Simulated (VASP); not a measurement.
Crystal: PbSe (Clausthalite).

```
CELL_PARAMETERS angstrom
0.00000 3.06065 3.06065
3.06065 0.00000 3.06065
3.06065 3.06065 0.00000
ATOMIC_POSITIONS crystal
Pb 0.00000 0.00000 0.00000
Se 0.50000 0.50000 0.50000
```

* Program: VASP 6.6.1
* Task: relaxation of cell and atoms
* Functional: PBE
* Potentials or basis: VASP PAW PBE potentials, release 64 (Pb_d, Se)
* Cutoff: 600 eV
* k mesh: 10 × 10 × 10
* Occupations: gaussian, width 0.01 eV
* Spin: no spin polarisation

At the start: pressure 2.4 GPa; volume 28.67 Å³/atom.

How do energy, volume and symmetry change on relaxing?

Over 3 steps the energy falls by 10.1 meV/atom and the volume is 30.05 Å³/atom (+4.8 %); space group Fm-3m (No. 225, to 0.05 Å).

Step by step:
```tsv
step	energy change (eV)	largest force (eV/Å)	pressure (GPa)	volume (Å³)
1	0.0000	0.0000	2.45	57.34
2	-0.0182	0.0000	-0.71	61.05
3	-0.0203	0.0000	0.02	60.11
```

Final structure:
```yaml
crystal:
  lattice:
    - [0.00000, 3.10905, 3.10905]
    - [3.10905, 0.00000, 3.10905]
    - [3.10905, 3.10905, 0.00000]
  atoms:
    - { symbol: Pb, position: [0.00000, 0.00000, 0.00000] }
    - { symbol: Se, position: [0.50000, 0.50000, 0.50000] }
```
